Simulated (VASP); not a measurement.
The system is CaZr3.

```
CELL_PARAMETERS angstrom
4.22103 0.00000 0.00000
0.00000 4.22103 0.00000
0.00000 0.00000 4.22103
ATOMIC_POSITIONS crystal
Ca 0.00000 0.00000 0.00000
Zr 0.00000 0.50000 0.50000
Zr 0.50000 0.00000 0.50000
Zr 0.50000 0.50000 0.00000
```

```yaml
Program: VASP 6.6.1
Task: relaxation of cell and atoms
Functional: PBE
Potentials_or_basis: VASP PAW PBE potentials, release 64 (Ca_sv, Zr_sv)
Cutoff: 600 eV
k_mesh: 4 × 4 × 4
Occupations: gaussian, width 0.1 eV
Spin: no spin polarisation
```

At the start: pressure 31.4 GPa; volume 18.80 Å³/atom.

Q: How do energy, volume and symmetry change on relaxing?

A: Over 3 steps the energy falls by 498.4 meV/atom and the volume is 25.20 Å³/atom (+34.0 %); space group Pm-3m (No. 221, to 0.05 Å).

The path:
```
step  energy change (eV)  largest force (eV/Å)  pressure (GPa)  volume (Å³)
   1              0.0000                0.0000           31.35        75.21
   2             -1.2626                0.0000           -9.16       122.78
   3             -1.9935                0.0000           -0.06       100.79
```

Final structure:
```
Ca Zr
1.0
     4.65376    0.00000    0.00000
     0.00000    4.65376    0.00000
     0.00000    0.00000    4.65376
Ca Zr
1 3
Direct
  0.00000 0.00000 0.00000
  0.00000 0.50000 0.50000
  0.50000 0.00000 0.50000
  0.50000 0.50000 0.00000
```

Caveat: the k points lie up to 0.34 Å⁻¹ apart in the final cell; the volume moved by over 15 % at a fixed basis, so the end points are rough.
